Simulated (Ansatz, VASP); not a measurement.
**One calculation of BiW, two programs**

```
Bi W
1.0
     3.34966    0.00000    0.00000
    -1.67483    2.90089    0.00000
     0.00000    0.00000    5.02268
Bi W
1 1
Direct
  0.66667 0.33333 0.00000
  0.00000 0.00000 0.50000
```

Alike in both runs: task relaxation of cell and atoms; functional PBE; k mesh 6 × 6 × 4; occupations gaussian, width 0.1 eV; no spin polarisation.

|  | VASP | Ansatz |
| --- | --- | --- |
| version | VASP 6.6.1 | Ansatz 0.2.0 |
| potentials or method | VASP PAW PBE potentials, release 64 (Bi_d, W_sv), cutoff 600 eV | scalar-relativistic, plane waves, PAW |
| valence electrons in the cell | 29 | 29 |

|  | VASP | Ansatz | Ansatz less VASP |
| --- | --- | --- | --- |
| gap on the k mesh at the Fermi level, each at its own relaxed structure (eV) | none | none | - |
| relaxed volume (Å³/atom) | 21.11 | 21.09 | -0.023 |
| relaxed cell length with the largest relative difference (Å) | 3.375 | 3.372 | -0.0025 |

A gap of «none» marks a metal or a gap that the smearing closes.

The k mesh is coarse, so the values compare programs but aren't converged. Neither program's run includes spin-orbit coupling.
